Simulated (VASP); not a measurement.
# PbSe (Pm-3m) in VASP: notebook, part 2 of 2

VASP 6.6.1.

### Step 4. Single point, PBEsol

This run uses another cell than the first one, of 28.18 Å³/atom, 1.083 times its volume.

Contents of INCAR:

```
PREC = Accurate
ENCUT = 500
EDIFF = 1E-6
ISMEAR = 0
SIGMA = 0.01
LREAL = F
LASPH = T
NELM = 120
ALGO = Normal
ISIF = 2
LWAVE = F
LCHARG = F
GGA = PS
NBANDS = 17
GGA_COMPAT = F
```

Contents of KPOINTS:

```
regular mesh
0
Gamma
  5 5 5
```

Contents of POSCAR:

```
PbSe
1.0
    3.8341214214      0.0000000000      0.0000000000
    0.0000000000      3.8341214214      0.0000000000
    0.0000000000      0.0000000000      3.8341214214
Pb Se
1 1
Direct
    0.0000000000      0.0000000000      0.0000000000
    0.5000000000      0.5000000000      0.5000000000
```

Potentials or basis: VASP PAW PBE potentials, release 64 (Pb_d, Se).

Started as:

```sh
$ cat potpaw_PBE.64/Pb_d/POTCAR potpaw_PBE.64/Se/POTCAR > POTCAR
$ mpirun -np 1 vasp_std > vasp.out
```

OUTCAR:

```text
PREC = Accurate
   ENCUT = 500
   EDIFF = 1E-6
   ISMEAR = 0
   LREAL = F
   LASPH = T
   NELM = 120
   ISIF = 2
   GGA = PS

 ion  position               nearest neighbor table
   1  0.000  0.000  0.000-   2 3.32   2 3.32   2 3.32   2 3.32   2 3.32   2 3.32   2 3.32   2 3.32

   2  0.500  0.500  0.500-   1 3.32   1 3.32   1 3.32   1 3.32   1 3.32   1 3.32   1 3.32   1 3.32

  LATTYP: Found a simple cubic cell.
 ALAT       =     3.8341214214

  Lattice vectors:

 A1 = (   3.8341214214,   0.0000000000,   0.0000000000)
 A2 = (   0.0000000000,   3.8341214214,   0.0000000000)
 A3 = (   0.0000000000,   0.0000000000,   3.8341214214)

Analysis of symmetry for initial positions (statically):
=====================================================================
 Subroutine PRICEL returns:
 Original cell was already a primitive cell.

 Routine SETGRP: Setting up the symmetry group for a
 simple cubic supercell.

 Subroutine GETGRP returns: Found 48 space group operations
 (whereof 48 operations were pure point group operations)
 out of a pool of 48 trial point group operations.

The static configuration has the point symmetry O_h .

Analysis of symmetry for dynamics (positions and initial velocities):
=====================================================================
 Subroutine PRICEL returns:
 Original cell was already a primitive cell.

 Routine SETGRP: Setting up the symmetry group for a
 simple cubic supercell.

 Subroutine GETGRP returns: Found 48 space group operations
 (whereof 48 operations were pure point group operations)
 out of a pool of 48 trial point group operations.

The dynamic configuration has the point symmetry O_h .

 Subroutine INISYM returns: Found 48 space group operations
 (whereof 48 operations are pure point group operations),
 and found     1 'primitive' translations

----------------------------------------------------------------------------------------

                                     Primitive cell

  volume of cell :      56.3635

  direct lattice vectors                    reciprocal lattice vectors
     3.834121421  0.000000000  0.000000000     0.260815945  0.000000000  0.000000000
     0.000000000  3.834121421  0.000000000     0.000000000  0.260815945  0.000000000
     0.000000000  0.000000000  3.834121421     0.000000000  0.000000000  0.260815945

  length of vectors
     3.834121421  3.834121421  3.834121421     0.260815945  0.260815945  0.260815945

  position of ions in fractional coordinates (direct lattice)
     0.000000000  0.000000000  0.000000000
     0.500000000  0.500000000  0.500000000

  ion indices of the primitive-cell ions
   primitive index   ion index
                 1           1
                 2           2

----------------------------------------------------------------------------------------

 KPOINTS: regular mesh

Automatic generation of k-mesh.
 Grid dimensions read from file:
 generate k-points for:    5    5    5

 Generating k-lattice:

  Cartesian coordinates                     Fractional coordinates (reciprocal lattice)
     0.052163189  0.000000000  0.000000000     0.200000000  0.000000000  0.000000000
     0.000000000  0.052163189  0.000000000     0.000000000  0.200000000  0.000000000
     0.000000000  0.000000000  0.052163189     0.000000000  0.000000000  0.200000000

  Length of vectors
     0.052163189  0.052163189  0.052163189

  Shift w.r.t. Gamma in fractional coordinates (k-lattice)
     0.000000000  0.000000000  0.000000000

 Subroutine IBZKPT returns following result:
 ===========================================

 Found     10 irreducible k-points:

 Following reciprocal coordinates:
            Coordinates               Weight
  0.000000  0.000000  0.000000      1.000000
  0.200000  0.000000  0.000000      6.000000
  0.400000  0.000000  0.000000      6.000000
  0.200000  0.200000  0.000000     12.000000
  0.400000  0.200000  0.000000     24.000000
  0.400000  0.400000  0.000000     12.000000
  0.200000  0.200000  0.200000      8.000000
  0.400000  0.200000  0.200000     24.000000
  0.400000  0.400000  0.200000     24.000000
  0.400000  0.400000  0.400000      8.000000
   k-points           NKPTS =     10   k-points in BZ     NKDIM =     10   number of bands    NBANDS=     17
   number of dos      NEDOS =    301   number of ions     NIONS =      2
   total plane-waves  NPLWV =  21952
   dimension x,y,z NGX =    28 NGY =   28 NGZ =   28
   dimension x,y,z NGXF=    56 NGYF=   56 NGZF=   56
   ions per type =               1   1
   NGX,Y,Z   is equivalent  to a cutoff of  12.14, 12.14, 12.14 a.u.
   NGXF,Y,Z  is equivalent  to a cutoff of  24.28, 24.28, 24.28 a.u.
 SYSTEM =  unknown system
   PREC   = accura    normal or accurate (medium, high low for compatibility)
   ISTART =      0    job   : 0-new  1-cont  2-samecut
   ICHARG =      2    charge: 1-file 2-atom 10-const
   ISPIN  =      1    spin polarized calculation?
   LNONCOLLINEAR =      F non collinear calculations
   LSORBIT =      F    spin-orbit coupling
   LASPH  =      T    aspherical Exc in radial PAW
   ENCUT  =  500.0 eV  36.75 Ry    6.06 a.u.   6.99  6.99  6.99*2*pi/ulx,y,z
   NELM   =    120;   NELMIN=  2; NELMDL= -5     # of ELM steps
   EDIFF  = 0.1E-05   stopping-criterion for ELM
   LREAL  =      F    real-space projection
   EDIFFG = 0.1E-04   stopping-criterion for IOM
   NSW    =      0    number of steps for IOM
   IBRION =     -1    ionic relax: 0-MD 1-quasi-New 2-CG
   NFREE  =      0    steps in history (QN), initial steepest desc. (CG)
   ISIF   =      2    stress and relaxation
   ISYM   =      2    0-nonsym 1-usesym 2-fastsym
   POTIM  = 0.5000    time-step for ionic-motion
   TEBEG  =    0.0;   TEEND  =   0.0 temperature during run
   PSTRESS=    0.0 pullay stress
   NELECT =      20.0000    total number of electrons
   NUPDOWN=      -1.0000    fix difference up-down
   EMIN   =  10.00;   EMAX   =-10.00  energy-range for DOS
   EFERMI =   0.00;   METHOD = LEGACY
   ISMEAR =     0;   SIGMA  =   0.01  broadening in eV -4-tet -1-fermi 0-gaus
   EFERMI_NEDOS =   21; number of points for ismear=-14 and -15
   IALGO  =     38    algorithm
   IMIX   =      4    mixing-type and parameters
     AMIX     =   0.40;   BMIX     =  1.00
     AMIX_MAG =   1.60;   BMIX_MAG =  1.00
  volume/ion in A,a.u.               =      28.18       190.18
  Fermi-wavevector in a.u.,A,eV,Ry     =   1.159006  2.190204 18.276633  1.343295
  Thomas-Fermi vector in A             =   2.295603
   LORBIT       =      0    0 simple, 1 ext, 2 COOP (PROOUT), +10 PAW based schemes
   GGA     = PS    functional components
   LHFCALC =     F    Hartree Fock is set to
   AEXX    =    0.0000 exact exchange contribution
   IVDW    =     0    specifies the selected vdW correction
   LEPSILON=     F    determine dielectric tensor
   LRPA    =     F    only Hartree local field effects (RPA)
 non-spin polarized calculation
 Gauss-broadening in eV      SIGMA  =   0.01
  energy-cutoff  :      500.00
  volume of cell :       56.36
 maximum number of plane-waves:      1438
 NGX is ok and might be reduce to    28
   NGX = 13   NGY = 13   NGZ = 13

 number of electron      19.9999991 magnetization

 Free energy of the ion-electron system (eV)
  ---------------------------------------------------
  ext. energy  EPLUGINS =         0.00000000
  ---------------------------------------------------
  free energy    TOTEN  =        -8.40005326 eV

  energy without entropy =       -8.40005326  energy(sigma->0) =       -8.40005326

 E-fermi :   4.8336     XC(G=0):  -9.9343

 val. band max:        4.7903327975   @ k =   0.4000   0.4000   0.0000
 cond. band min:       4.9922164606   @ k =   0.4000   0.4000   0.4000
 fundamental gap:      0.2018836631
 Fermi energy:         4.8336197982

 k-point     1 :       0.0000    0.0000    0.0000
  band No.  band energies     occupation
      1     -12.1217      2.00000
      2     -12.1217      2.00000
      3     -11.9871      2.00000
      4     -11.9871      2.00000
      5     -11.9871      2.00000
      6      -8.1529      2.00000
[... 9 lines left out ...]
     16      15.4071      0.00000
     17      17.4214      0.00000
[... 161 lines left out ...]
 k-point    10 :       0.4000    0.4000    0.4000
  band No.  band energies     occupation
      1     -12.0633      2.00000
      2     -12.0570      2.00000
      3     -12.0570      2.00000
      4     -11.9694      2.00000
      5     -11.9694      2.00000
      6      -6.4515      2.00000
[... 9 lines left out ...]
     16      16.9164      0.00000
     17      20.4743      0.00000

------------------------ aborting loop because EDIFF is reached ----------------------------------------

  FORCE on cell =-STRESS in cart. coord.  units (eV):
  Direction    XX          YY          ZZ          XY          YZ          ZX
  --------------------------------------------------------------------------------------
  -------------------------------------------------------------------------------------
  Total       -1.5449551     -1.5449551     -1.5449551      0.0000000      0.0000000      0.0000000
  in kB      -43.9166161    -43.9166161    -43.9166161      0.0000000      0.0000000      0.0000000
  external PRESSURE =     -43.9166161 kB  Pullay stress =       0.0000000 kB

 VOLUME and BASIS-vectors are now :
 -----------------------------------------------------------------------------
  energy-cutoff  :      500.00
  volume of cell :       56.36
      direct lattice vectors                 reciprocal lattice vectors
     3.834121421  0.000000000  0.000000000     0.260815945  0.000000000  0.000000000
     0.000000000  3.834121421  0.000000000     0.000000000  0.260815945  0.000000000
     0.000000000  0.000000000  3.834121421     0.000000000  0.000000000  0.260815945

 POSITION                                       TOTAL-FORCE (eV/Angst)
 -----------------------------------------------------------------------------------
      0.00000      0.00000      0.00000         0.000000      0.000000      0.000000
      1.91706      1.91706      1.91706         0.000000      0.000000      0.000000
 -----------------------------------------------------------------------------------
    total drift:                               -0.000000      0.000000      0.000000

  FREE ENERGIE OF THE ION-ELECTRON SYSTEM (eV)
  ---------------------------------------------------
  free  energy   TOTEN  =        -8.4000532553 eV

  energy  without entropy=       -8.4000532553  energy(sigma->0) =       -8.40005326
```

OSZICAR:

```text
N       E                     dE             d eps       ncg     rms          rms(c)
DAV:   1     0.143940724085E+03    0.14394E+03   -0.93896E+03   348   0.117E+03
DAV:   2     0.163422425481E+01   -0.14231E+03   -0.13831E+03   349   0.295E+02
DAV:   3    -0.863845138697E+01   -0.10273E+02   -0.10081E+02   477   0.832E+01
DAV:   4    -0.885483617646E+01   -0.21638E+00   -0.21619E+00   392   0.135E+01
DAV:   5    -0.886278603087E+01   -0.79499E-02   -0.79495E-02   509   0.255E+00    0.274E+00
DAV:   6    -0.841629065810E+01    0.44650E+00   -0.11167E+00   483   0.700E+00    0.143E+00
DAV:   7    -0.840303929594E+01    0.13251E-01   -0.12417E-01   406   0.164E+00    0.788E-01
DAV:   8    -0.840066863686E+01    0.23707E-02   -0.16214E-02   412   0.116E+00    0.144E-01
DAV:   9    -0.840011734428E+01    0.55129E-03   -0.54922E-03   461   0.492E-01    0.613E-02
DAV:  10    -0.840005145274E+01    0.65892E-04   -0.57362E-04   460   0.157E-01    0.173E-02
DAV:  11    -0.840005350022E+01   -0.20475E-05   -0.41741E-05   389   0.430E-02    0.419E-03
DAV:  12    -0.840005325529E+01    0.24493E-06   -0.21515E-06   395   0.151E-02
   1 F= -.84000533E+01 E0= -.84000533E+01  d E =-.394494E-11
```

stdout:

```text
POSCAR found type information on POSCAR PbSe
 POSCAR found :  2 types and       2 ions
 scaLAPACK will be used
 -----------------------------------------------------------------------------
|                                                                             |
|                                                                             |
|     You enforced a specific xc type in the INCAR file but a different       |
|     I HOPE YOU KNOW WHAT YOU ARE DOING!                                     |
|                                                                             |
 -----------------------------------------------------------------------------

 LDA part: xc-table for (Slater+PW92), standard interpolation
 POSCAR, INCAR and KPOINTS ok, starting setup
 FFT: planning ... GRIDC
 FFT: planning ... GRID_SOFT
 FFT: planning ... GRID
 WAVECAR not read
 entering main loop
```

It took 24 s on 1 thread of AMD EPYC 7R13, shared host; peak memory 0.12 GiB.

What came out:

```yaml
Free_energy: -8.4001 eV
Pressure: -4.4 GPa
Band_gap_on_the_k_mesh: 0.20 eV, indirect (least direct gap 1.21 eV)
```

Caveat: the PAW data sets were made with another functional, which shifts forces and pressure a little; spin-orbit coupling is left out, which moves the levels of the heavy elements. A k mesh can miss the band edges.

### Step 5. Single point, PBEsol

This run uses another cell than the first one, of 29.27 Å³/atom, 1.125 times its volume.

Contents of INCAR:

```
SYSTEM = PbSe
  PREC = Accurate
  ENCUT = 500
  EDIFF = 1E-6
  ISMEAR = 0
  SIGMA = 0.01
  LREAL = .FALSE.
  LASPH = .TRUE.
  NELM = 120
  ALGO = Normal
  ISIF = 2
  LWAVE = .FALSE.
  LCHARG = .TRUE.
  GGA = PS
  LELF = .TRUE.
  LVHAR = .TRUE.
  NBANDS = 17
  GGA_COMPAT = .FALSE.
```

Contents of KPOINTS:

```
regular mesh
0
G
  5 5 5
  0 0 0
```

Contents of POSCAR:

```
PbSe
1.0
    3.8826597567      0.0000000000      0.0000000000
    0.0000000000      3.8826597567      0.0000000000
    0.0000000000      0.0000000000      3.8826597567
Pb Se
1 1
Direct
    0.0000000000      0.0000000000      0.0000000000
    0.5000000000      0.5000000000      0.5000000000
```

Started as:

```sh
$ cat potpaw_PBE.64/Pb_d/POTCAR potpaw_PBE.64/Se/POTCAR > POTCAR
$ mpirun -np 1 vasp_std > vasp.out
```

Run time: 23 s. Hardware: 1 thread of AMD EPYC 7R13, shared host; peak memory 0.12 GiB.

It converged, with:

```yaml
Free_energy: -8.3321 eV
Pressure: -5.7 GPa
Band_gap_on_the_k_mesh: 0.24 eV, indirect (least direct gap 1.10 eV)
```

Levels at points of the mesh, in eV from the valence-band top:
```
           k point  band 7  band 8  band 9  band 10  band 11  band 12  band 13  band 14
(0.00, 0.00, 0.00)   -7.29   -1.31   -1.31    -1.31     5.10     5.10     5.49     5.49
```

Caveat: the PAW data sets were made with another functional, which shifts forces and pressure a little; spin-orbit coupling is left out, which moves the levels of the heavy elements.

### Step 6. Summary

```csv
cell,gap on the mesh (eV),pressure (GPa)
"a = 3.733 Å, 2 atoms",0.09,-0.6
"a = 3.784 Å, 2 atoms",0.15,-2.7
"a = 3.834 Å, 2 atoms",0.20,-4.4
"a = 3.883 Å, 2 atoms",0.24,-5.7
```

Alike in all rows: task single point; level PBEsol; potentials or basis VASP PAW PBE potentials, release 64 (Pb_d, Se); no spin polarisation; k mesh 5 × 5 × 5; cutoff (eV) 500; smearing gaussian 0.01 eV.

Caveats: the PAW data sets were made with another functional, which shifts forces and pressure a little; spin-orbit coupling is left out, which moves the levels of the heavy elements.

Total energies depend on the potentials used, so only differences within one code and one set of settings carry meaning.
